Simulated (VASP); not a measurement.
Write the native input for VASP 6.6.1 that does the following.

| Property | Result |
| --- | --- |
| Task | single point |
| Functional | PBEsol |
| Potentials or basis | VASP PAW PBE potentials, release 64 (Ba_sv, Ti_sv, O) |
| Cutoff | 520 eV |
| k mesh | 6 × 6 × 6 |
| Occupations | gaussian, width 0.01 eV |
| Spin | no spin polarisation |
| Dipole correction | no |
| Further INCAR settings | ALGO = Normal; EDIFF = 1e-06; NBANDS = 28 |

The structure of BaTiO3 (Barioperovskite) lies in POSCAR:

```
BaTiO3
1.0
    3.9587508719      0.0000000000      0.0000000000
    0.0000000000      2.8178598290      2.8260544582
    0.0000000000     -2.8178598290      2.8260544582
Ba Ti O
1 1 3
Direct
    0.0000000000      0.0000000000      0.0000000000
    0.5000000000      0.5124000000      0.5124000000
    0.0000000000      0.4874000000      0.4874000000
    0.5000000000      0.5052400000      0.9918400000
    0.5000000000      0.9918400000      0.5052400000
```

One way to write it, as run:

INCAR

```
SYSTEM = BaTiO3
PREC     = Accurate       ! precision mode
ENCUT    = 520            ! plane-wave cutoff, eV
EDIFF    = 1E-6           ! SCF threshold, eV
ISMEAR   = 0              ! smearing method
SIGMA    = 0.01           ! smearing width, eV
LREAL    = .FALSE.        ! projectors in reciprocal space
LASPH    = .TRUE.         ! aspherical terms in the spheres
NELM     = 100            ! most SCF steps
ALGO     = Normal         ! electronic algorithm
ISIF     = 2              ! what is computed and relaxed
LWAVE    = .FALSE.        ! write WAVECAR
LCHARG   = .FALSE.        ! write CHGCAR
GGA      = PS             ! functional
NBANDS   = 28             ! bands
```

KPOINTS

```
regular mesh
0
G
  6 6 6
  0 0 0
```

Potentials or basis: VASP PAW PBE potentials, release 64 (Ba_sv, Ti_sv, O).

Command:

```bash
$ cat potpaw_PBE.64/Ba_sv/POTCAR potpaw_PBE.64/Ti_sv/POTCAR potpaw_PBE.64/O/POTCAR > POTCAR
$ mpirun -np 1 vasp_std > vasp.out
```

Results of the run:

```json
{
 "Pressure": "1.4 GPa",
 "Largest force": "0.232 eV/Å",
 "Band gap on the k mesh": "1.84 eV, indirect (least direct gap 2.03 eV)"
}
```

Caveat: the PAW data sets were made with another functional, which shifts forces and pressure a little; spin-orbit coupling is left out, which moves the levels of the heavy elements.

Run time: 50 s on 1 thread of Intel(R) Xeon(R) 6975P-C (Granite Rapids), with other jobs on the host, peak memory 0.23 GiB.
